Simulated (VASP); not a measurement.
Runs of VASP 6.6.1 on SiB5. The structure is that of space group C2/m (No. 12), or close to it. The cells are those of the table. 

| task | cell | k mesh | cutoff (eV) | gap on the mesh (eV) | pressure (GPa) | largest force (eV/Å) |
| --- | --- | --- | --- | --- | --- | --- |
| single point | a = 5.160, b = 5.252, c = 5.252 Å, angles 69.3, 61.3, 61.3°, 12 atoms | 6 × 6 × 6 | 520 | none | 0.0 | 0.02 |
| relaxation of cell and atoms | relaxed from a = 5.200, b = 5.200, c = 5.300 Å, angles 119.4, 119.4, 60.0°, 12 atoms | 4 × 4 × 4 | 600 | none | -0.1 | 0.04 |
| single point | a = 5.159, b = 5.252, c = 5.252 Å, angles 69.3, 61.3, 61.3°, 12 atoms | 6 × 6 × 6 | 520 | none | 0.0 | 0.02 |
| single point | a = 5.251, b = 5.251, c = 5.154 Å, angles 118.6, 118.6, 69.4°, 12 atoms | 4 × 4 × 4 | 520 | none | (a) | 0.11 |

Alike in all rows: level PBE; potentials or basis VASP PAW PBE potentials, release 64 (Si, B); no spin polarisation; smearing gaussian 0.2 eV.

Problem. Fill in the values left out.

Solution. (a) 0.2.

Caveats: some runs use coarse meshes; the relaxation stopped at a loose force limit of 0.08 eV/Å, so its end isn't a converged minimum (some runs).

A gap of «none» marks levels without a gap at the run's occupations.
